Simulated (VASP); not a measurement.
# PbS (Fm-3m) in VASP: further runs, part 3 of 3

VASP 6.6.1.

**5. Single point, PBE (strain -2.0%)**

Contents of INCAR:

```
SYSTEM = PbS
PREC = Accurate
ENCUT = 520
EDIFF = 1E-6
ISMEAR = -1
SIGMA = 0.02
LREAL = .False.
LASPH = .True.
NELM = 80
ALGO = Normal
ISIF = 2
LWAVE = .False.
LCHARG = .False.
GGA = PE
NBANDS = 17
```

Contents of KPOINTS:

```
regular mesh
0
Gamma
  8 8 8
  0 0 0
```

Contents of POSCAR:

```
PbS
1.0
    0.0000000000      2.9274880227      2.9274880227
    2.9274880227      0.0000000000      2.9274880227
    2.9274880227      2.9274880227      0.0000000000
Pb S
1 1
Direct
    0.0000000000      0.0000000000      0.0000000000
    0.5000000000      0.5000000000      0.5000000000
```

Potentials or basis: VASP PAW PBE potentials, release 64 (Pb_d, S).

On the command line:

```bash
> cat potpaw_PBE.64/Pb_d/POTCAR potpaw_PBE.64/S/POTCAR > POTCAR
> mpirun -np 1 vasp_std > vasp.out
```

OUTCAR:

```text
SYSTEM = PbS
   PREC = Accurate
   ENCUT = 520
   EDIFF = 1E-6
   ISMEAR = -1
   LREAL = .False.
   LASPH = .True.
   NELM = 80
   ISIF = 2
   GGA = PE

 ion  position               nearest neighbor table
   1  0.000  0.000  0.000-   2 2.93   2 2.93   2 2.93   2 2.93   2 2.93   2 2.93
   2  0.500  0.500  0.500-   1 2.93   1 2.93   1 2.93   1 2.93   1 2.93   1 2.93

  LATTYP: Found a face centered cubic cell.
 ALAT       =     5.8549760454

  Lattice vectors:

 A1 = (   0.0000000000,   2.9274880227,   2.9274880227)
 A2 = (   2.9274880227,   0.0000000000,   2.9274880227)
 A3 = (   2.9274880227,   2.9274880227,   0.0000000000)

Analysis of symmetry for initial positions (statically):
=====================================================================
 Subroutine PRICEL returns:
 Original cell was already a primitive cell.

 Routine SETGRP: Setting up the symmetry group for a
 face centered cubic supercell.

 Subroutine GETGRP returns: Found 48 space group operations
 (whereof 48 operations were pure point group operations)
 out of a pool of 48 trial point group operations.

The static configuration has the point symmetry O_h .

Analysis of symmetry for dynamics (positions and initial velocities):
=====================================================================
 Subroutine PRICEL returns:
 Original cell was already a primitive cell.

 Routine SETGRP: Setting up the symmetry group for a
 face centered cubic supercell.

 Subroutine GETGRP returns: Found 48 space group operations
 (whereof 48 operations were pure point group operations)
 out of a pool of 48 trial point group operations.

The dynamic configuration has the point symmetry O_h .

 Subroutine INISYM returns: Found 48 space group operations
 (whereof 48 operations are pure point group operations),
 and found     1 'primitive' translations

----------------------------------------------------------------------------------------

                                     Primitive cell

  volume of cell :      50.1782

  direct lattice vectors                    reciprocal lattice vectors
     0.000000000  2.927488023  2.927488023    -0.170794892  0.170794892  0.170794892
     2.927488023  0.000000000  2.927488023     0.170794892 -0.170794892  0.170794892
     2.927488023  2.927488023  0.000000000     0.170794892  0.170794892 -0.170794892

  length of vectors
     4.140093265  4.140093265  4.140093265     0.295825430  0.295825430  0.295825430

  position of ions in fractional coordinates (direct lattice)
     0.000000000  0.000000000  0.000000000
     0.500000000  0.500000000  0.500000000

  ion indices of the primitive-cell ions
   primitive index   ion index
                 1           1
                 2           2

----------------------------------------------------------------------------------------

 KPOINTS: regular mesh

Automatic generation of k-mesh.
 Grid dimensions read from file:
 generate k-points for:    8    8    8

 Generating k-lattice:

  Cartesian coordinates                     Fractional coordinates (reciprocal lattice)
    -0.021349361  0.021349361  0.021349361     0.125000000  0.000000000  0.000000000
     0.021349361 -0.021349361  0.021349361     0.000000000  0.125000000  0.000000000
     0.021349361  0.021349361 -0.021349361     0.000000000  0.000000000  0.125000000

  Length of vectors
     0.036978179  0.036978179  0.036978179

  Shift w.r.t. Gamma in fractional coordinates (k-lattice)
     0.000000000  0.000000000  0.000000000

 Subroutine IBZKPT returns following result:
 ===========================================

 Found     29 irreducible k-points:

 Following reciprocal coordinates:
            Coordinates               Weight
  0.000000  0.000000  0.000000      1.000000
  0.125000  0.000000  0.000000      8.000000
  0.250000  0.000000  0.000000      8.000000
  0.375000  0.000000  0.000000      8.000000
  0.500000  0.000000  0.000000      4.000000
  0.125000  0.125000  0.000000      6.000000
[... 16 lines left out ...]
  0.500000  0.250000  0.125000     48.000000
 -0.375000  0.250000  0.125000     24.000000
 [... further k-points ...]
   k-points           NKPTS =     29   k-points in BZ     NKDIM =     29   number of bands    NBANDS=     17
   number of dos      NEDOS =    301   number of ions     NIONS =      2
   total plane-waves  NPLWV =  32768
   dimension x,y,z NGX =    32 NGY =   32 NGZ =   32
   dimension x,y,z NGXF=    64 NGYF=   64 NGZF=   64
   ions per type =               1   1
   NGX,Y,Z   is equivalent  to a cutoff of  12.85, 12.85, 12.85 a.u.
   NGXF,Y,Z  is equivalent  to a cutoff of  25.70, 25.70, 25.70 a.u.
 SYSTEM =  PbS
   PREC   = accura    normal or accurate (medium, high low for compatibility)
   ISTART =      0    job   : 0-new  1-cont  2-samecut
   ICHARG =      2    charge: 1-file 2-atom 10-const
   ISPIN  =      1    spin polarized calculation?
   LNONCOLLINEAR =      F non collinear calculations
   LSORBIT =      F    spin-orbit coupling
   LASPH  =      T    aspherical Exc in radial PAW
   ENCUT  =  520.0 eV  38.22 Ry    6.18 a.u.   7.70  7.70  7.70*2*pi/ulx,y,z
   NELM   =     80;   NELMIN=  2; NELMDL= -5     # of ELM steps
   EDIFF  = 0.1E-05   stopping-criterion for ELM
   LREAL  =      F    real-space projection
   EDIFFG = 0.1E-04   stopping-criterion for IOM
   NSW    =      0    number of steps for IOM
   IBRION =     -1    ionic relax: 0-MD 1-quasi-New 2-CG
   NFREE  =      0    steps in history (QN), initial steepest desc. (CG)
   ISIF   =      2    stress and relaxation
   ISYM   =      2    0-nonsym 1-usesym 2-fastsym
   POTIM  = 0.5000    time-step for ionic-motion
   TEBEG  =    0.0;   TEEND  =   0.0 temperature during run
   PSTRESS=    0.0 pullay stress
   NELECT =      20.0000    total number of electrons
   NUPDOWN=      -1.0000    fix difference up-down
   EMIN   =  10.00;   EMAX   =-10.00  energy-range for DOS
   EFERMI =   0.00;   METHOD = LEGACY
   ISMEAR =    -1;   SIGMA  =   0.02  broadening in eV -4-tet -1-fermi 0-gaus
   EFERMI_NEDOS =   21; number of points for ismear=-14 and -15
   IALGO  =     38    algorithm
   IMIX   =      4    mixing-type and parameters
     AMIX     =   0.40;   BMIX     =  1.00
     AMIX_MAG =   1.60;   BMIX_MAG =  1.00
  volume/ion in A,a.u.               =      25.09       169.31
  Fermi-wavevector in a.u.,A,eV,Ry     =   1.204795  2.276732 19.749267  1.451530
  Thomas-Fermi vector in A             =   2.340510
   LORBIT       =      0    0 simple, 1 ext, 2 COOP (PROOUT), +10 PAW based schemes
   GGA     = PE    functional components
   LHFCALC =     F    Hartree Fock is set to
   AEXX    =    0.0000 exact exchange contribution
   IVDW    =     0    specifies the selected vdW correction
   LEPSILON=     F    determine dielectric tensor
   LRPA    =     F    only Hartree local field effects (RPA)
 non-spin polarized calculation
  energy-cutoff  :      520.00
  volume of cell :       50.18
 maximum number of plane-waves:      1365
   NGX = 15   NGY = 15   NGZ = 15

 number of electron      19.9999996 magnetization

 Free energy of the ion-electron system (eV)
  ---------------------------------------------------
  ext. energy  EPLUGINS =         0.00000000
  ---------------------------------------------------
  free energy    TOTEN  =        -8.71249708 eV

  energy without entropy =       -8.71247745  energy(sigma->0) =       -8.71248726

 E-fermi :   6.5024     XC(G=0):  -9.8671

 val. band max:        6.3964493808   @ k =   0.5000   0.0000   0.0000
 cond. band min:       6.6083004220   @ k =   0.5000   0.0000   0.0000
 fundamental gap:      0.2118510413
 Fermi energy:         6.5023749043

 k-point     1 :       0.0000    0.0000    0.0000
  band No.  band energies     occupation
      1     -10.5466      2.00000
      2     -10.5466      2.00000
      3     -10.5466      2.00000
      4     -10.5312      2.00000
      5     -10.5312      2.00000
      6      -7.6130      2.00000
[... 9 lines left out ...]
     16      12.9734      0.00000
     17      14.8846      0.00000
[... 441 lines left out ...]
 k-point    24 :      -0.3750    0.2500    0.1250
  band No.  band energies     occupation
      1     -10.6167      2.00000
      2     -10.5513      2.00000
      3     -10.5295      2.00000
      4     -10.5135      2.00000
      5     -10.4887      2.00000
      6      -6.0126      2.00000
[... 9 lines left out ...]
     16      17.2532      0.00000
     17      17.5768      0.00000

 [... further k-points ...]

------------------------ aborting loop because EDIFF is reached ----------------------------------------

  FORCE on cell =-STRESS in cart. coord.  units (eV):
  Direction    XX          YY          ZZ          XY          YZ          ZX
  --------------------------------------------------------------------------------------
  -------------------------------------------------------------------------------------
  Total        1.4944697      1.4944697      1.4944697      0.0000000     -0.0000000      0.0000000
  in kB       47.7180081     47.7180081     47.7180081      0.0000000     -0.0000000      0.0000000
  external PRESSURE =      47.7180081 kB  Pullay stress =       0.0000000 kB

 VOLUME and BASIS-vectors are now :
 -----------------------------------------------------------------------------
  energy-cutoff  :      520.00
  volume of cell :       50.18
      direct lattice vectors                 reciprocal lattice vectors
     0.000000000  2.927488023  2.927488023    -0.170794892  0.170794892  0.170794892
     2.927488023  0.000000000  2.927488023     0.170794892 -0.170794892  0.170794892
     2.927488023  2.927488023  0.000000000     0.170794892  0.170794892 -0.170794892

 POSITION                                       TOTAL-FORCE (eV/Angst)
 -----------------------------------------------------------------------------------
      0.00000      0.00000      0.00000        -0.000000     -0.000000      0.000000
      2.92749      2.92749      2.92749         0.000000      0.000000     -0.000000
 -----------------------------------------------------------------------------------
    total drift:                                0.000000     -0.000000     -0.000000

  FREE ENERGIE OF THE ION-ELECTRON SYSTEM (eV)
  ---------------------------------------------------
  free  energy   TOTEN  =        -8.7124970750 eV

  energy  without entropy=       -8.7124774495  energy(sigma->0) =       -8.71248726
```

stdout:

```text
POSCAR found type information on POSCAR PbS
 POSCAR found :  2 types and       2 ions
 scaLAPACK will be used
 LDA part: xc-table for (Slater+PW92), standard interpolation
 POSCAR, INCAR and KPOINTS ok, starting setup
 FFT: planning ... GRIDC
 FFT: planning ... GRID_SOFT
 FFT: planning ... GRID
 WAVECAR not read
 entering main loop
```

Wall time 23 s (1 thread of Intel Xeon 8259CL, shared host); peak memory 0.18 GiB.

Results:

```yaml
Free_energy: -8.7125 eV
Pressure: 4.8 GPa
Band_gap_on_the_k_mesh: 0.21 eV, direct
```

Caveat: the cell differs from its parent crystal (strain -2.0%); spin-orbit coupling is left out, which moves the levels of the heavy elements. A k mesh can miss the band edges.

**6. Overview**

```csv
cell,k mesh,smearing,gap on the mesh (eV),pressure (GPa)
"a = 4.225 Å, angles 60.0°, 2 atoms",4 × 4 × 4,gaussian 0.01 eV,0.44,0.9
"a = 4.056 Å, angles 60.0°, 2 atoms",8 × 8 × 8,fermi-dirac 0.02 eV,0.06,9.7
"a = 4.098 Å, angles 60.0°, 2 atoms",8 × 8 × 8,fermi-dirac 0.02 eV,0.08,7.1
"a = 4.140 Å, angles 60.0°, 2 atoms",8 × 8 × 8,fermi-dirac 0.02 eV,0.21,4.8
```

Alike in all rows: task single point; level PBE; potentials or basis VASP PAW PBE potentials, release 64 (Pb_d, S); no spin polarisation; cutoff (eV) 520.

Caveats: some runs use coarse meshes; spin-orbit coupling is left out, which moves the levels of the heavy elements.

Absolute energies hang on the potentials; compare differences alone.
